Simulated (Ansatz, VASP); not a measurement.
**One calculation of AlRu, two programs**

The input INCAR:

```
PREC = Accurate
ENCUT = 520
EDIFF = 1E-6
ISMEAR = 0
SIGMA = 0.15
LREAL = False
LASPH = True
NELM = 100
ALGO = Fast
ISIF = 2
LWAVE = False
LCHARG = False
GGA = PS
NBANDS = 16
```

KPOINTS

```
regular mesh
0
Gamma
  16 16 16
```

Contents of POSCAR:

```
AlRu
1.0
    2.9916000000      0.0000000000      0.0000000000
    0.0000000000      2.9916000000      0.0000000000
    0.0000000000      0.0000000000      3.0963060000
Al Ru
1 1
Direct
    0.0000000000      0.0000000000      0.0000000000
    0.5000000000      0.5000000000      0.5000000000
```

Input for Ansatz:

```yaml
crystal:
  lattice:
    - [2.9916, 0.0, 0.0]
    - [0.0, 2.9916, 0.0]
    - [0.0, 0.0, 3.096306]
  atoms:
    - { symbol: Al, position: [0.0, 0.0, 0.0] }
    - { symbol: Ru, position: [0.5, 0.5, 0.5] }
basis:
  ecutwfc: 420
kpoints:
  mp_grid: { grid: [16, 16, 16] }
hamiltonian:
  xc: pbesol
scf:
  occupations: { method: gaussian, width: 0.15 }
output:
  forces: true
  stress: true
  eigenvalues: true
```

Change from the starting cell: strain +0.0350 x Voigt [0, 0, 1, 0, 0, 0], atoms carried along.

Alike in both runs: task single point; functional PBEsol; k mesh 16 × 16 × 16; occupations gaussian, width 0.15 eV; no spin polarisation.

```csv
,VASP,Ansatz
version,VASP 6.6.1,Ansatz 0.2.0
potentials or method,"VASP PAW PBE potentials, release 64 (Al, Ru_pv), cutoff 520 eV","scalar-relativistic, plane waves, PAW"
valence electrons in the cell,17,19
```

|  | VASP | Ansatz | Ansatz less VASP |
| --- | --- | --- | --- |
| gap on the k mesh at the Fermi level (eV) | none | none | - |
| pressure (GPa) | -9.7 | -9.6 | +0.05 |
| traceless stress, the component that is largest in VASP (GPa) | -3.42 | -3.40 | +0.017 |

VASP's potentials were made for PBE, not for PBEsol. A gap of «none» marks a metal or a gap that the smearing closes. VASP's potentials hold 17 valence electrons a cell and Ansatz's 19, so a difference there can come from the potentials and not from the codes.
